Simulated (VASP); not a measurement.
# Si: single point with LDA

The system is Si.

```
Si
1.0
    -3.40031    3.40031    1.96562
     3.40031   -3.40031    1.96562
     3.40031    3.40031   -1.96562
Si
4
Direct
  0.17884 0.17884 0.35769
  0.82116 0.82116 0.64231
  0.17884 0.82116 0.00000
  0.82116 0.17884 0.00000
```

This cell differs from its parent crystal: strain +0.030 along x and y, +0.030 along z.

- Program: VASP 6.6.1
- Task: single point
- Functional: LDA
- Potentials or basis: VASP PAW LDA potentials, release 64 (Si)
- Cutoff: 520 eV
- k mesh: 10 × 10 × 10
- Occupations: gaussian, width 0.03 eV
- Spin: no spin polarisation

| Property | Result |
| --- | --- |
| Pressure | -6.5 GPa |
| Largest force | 0.117 eV/Å |
| Band gap on the k mesh | 0.33 eV, indirect (the least direct gap lies 1.4 meV higher) |

Forces on the atoms (eV/Å):
```
Si  -0.082 -0.082  0.000
Si   0.082  0.082  0.000
Si   0.082 -0.082  0.000
Si  -0.082  0.082  0.000
```

Stress tensor (GPa, compression positive):
```
-6.36  0.00  0.00
 0.00 -6.36  0.00
 0.00  0.00 -6.79
```

Levels at points of the mesh, in eV from the valence-band top:
```csv
k point,band 6,band 7,band 8,band 9,band 10,band 11
"(0.00, 0.00, 0.00)",-1.40,-1.40,-0.49,1.35,1.35,1.47
"(0.50, 0.00, 0.00)",-3.27,-2.21,-1.34,0.85,2.20,2.98
"(0.50, 0.50, 0.00)",-1.87,-1.76,-1.52,1.46,1.84,1.84
"(0.50, 0.50, 0.50)",-0.22,0.00,0.00,0.34,2.30,3.33
```

Run time: 100 s on 1 thread of Intel(R) Xeon(R) 6975P-C (Granite Rapids), on a shared host, peak memory 0.25 GiB.

Caveat: the cell differs from its parent crystal (strain +0.030 along x and y, +0.030 along z). A k mesh can miss the band edges.
